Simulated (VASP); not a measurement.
A run of VASP 6.6.1:

File INCAR:

```
ALGO = Normal
EDIFF = 1E-6
ENCUT = 500
GGA = PE
GGA_COMPAT = F
ISIF = 2
ISMEAR = 0
LASPH = T
LCHARG = F
LREAL = F
LWAVE = F
NBANDS = 31
NELM = 120
PREC = Accurate
SIGMA = 0.2
```

The input KPOINTS:

```
k-points
0
Gamma
  5 5 4
```

The input POSCAR:

```
SiGe3
1.0
    4.0214652127      0.0000000000      0.0000000000
    0.0000000000      4.0214652127      0.0000000000
    0.0000000000      0.0000000000      5.6131447171
Si Ge
1 3
Direct
    0.0000000000      0.0000000000      0.0000000000
    0.5000000000      0.5000000000      0.5000000000
    0.5000000000      0.0000000000      0.7575423869
    0.0000000000      0.5000000000      0.2424576131
```

Potentials or basis: VASP PAW PBE potentials, release 64 (Si, Ge_d).

Run with:

```console
$ cat potpaw_PBE.64/Si/POTCAR potpaw_PBE.64/Ge_d/POTCAR > POTCAR
$ mpirun -np 1 vasp_std > vasp.out
```

Hardware: 1 thread of Intel(R) Xeon(R) 6975P-C (Granite Rapids) (shared host).

**Question.** How long does it take, and how much memory?

**Answer.** Wall time 22 s on 1 thread of Intel(R) Xeon(R) 6975P-C (Granite Rapids) (shared host), peak memory 0.2 GiB. Counts: scf iterations 13, k points 18.
